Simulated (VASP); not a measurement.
Crystal: Li2Bi.

```xyz
6
Lattice="0.0000 3.8140 3.8140 3.8140 0.0000 3.8140 3.8140 3.8140 0.0000" Properties=species:S:1:pos:R:3 pbc="T T T"
Li    4.7674    4.7674    4.7674
Li    4.7674    2.8605    2.8605
Li    2.8605    2.8605    4.7674
Li    2.8605    4.7674    2.8605
Bi    0.0000    0.0000    0.0000
Bi    1.9070    1.9070    1.9070
```

```yaml
Program: VASP 6.6.1
Task: relaxation of cell and atoms
Functional: PBE
Potentials_or_basis: VASP PAW PBE potentials, release 64 (Li_sv, Bi_d)
Cutoff: 600 eV
k_mesh: 4 × 4 × 4
Occupations: gaussian, width 0.1 eV
Spin: no spin polarisation
```

At the start: pressure 5.3 GPa; volume 18.49 Å³/atom.

Question: How do energy, volume and symmetry change on relaxing?

Answer: Over 4 steps the energy falls by 46.9 meV/atom and the volume is 21.63 Å³/atom (+17.0 %); space group Fd-3m (No. 227, to 0.05 Å).

Step by step:
| step | energy change (eV) | largest force (eV/Å) | pressure (GPa) | volume (Å³) |
| --- | --- | --- | --- | --- |
| 1 | 0.0000 | 0.0000 | 5.33 | 110.96 |
| 2 | -0.2277 | 0.0000 | 2.06 | 121.13 |
| 3 | -0.2602 | 0.0000 | -1.16 | 135.42 |
| 4 | -0.2812 | 0.0000 | -0.02 | 129.79 |

Final structure:
```
Li Bi
1.0
     0.00000    4.01858    4.01858
     4.01858    0.00000    4.01858
     4.01858    4.01858    0.00000
Li Bi
4 2
Direct
  0.62500 0.62500 0.62500
  0.12500 0.62500 0.62500
  0.62500 0.62500 0.12500
  0.62500 0.12500 0.62500
  0.00000 0.00000 0.00000
  0.25000 0.25000 0.25000
```

Caveat: the cutoff is under 1.25 times the usual one of these potentials, so pressure, stress and relaxed cells hold a basis-set (Pulay) error; the volume moved by over 15 % at a fixed basis, so the end points are rough.
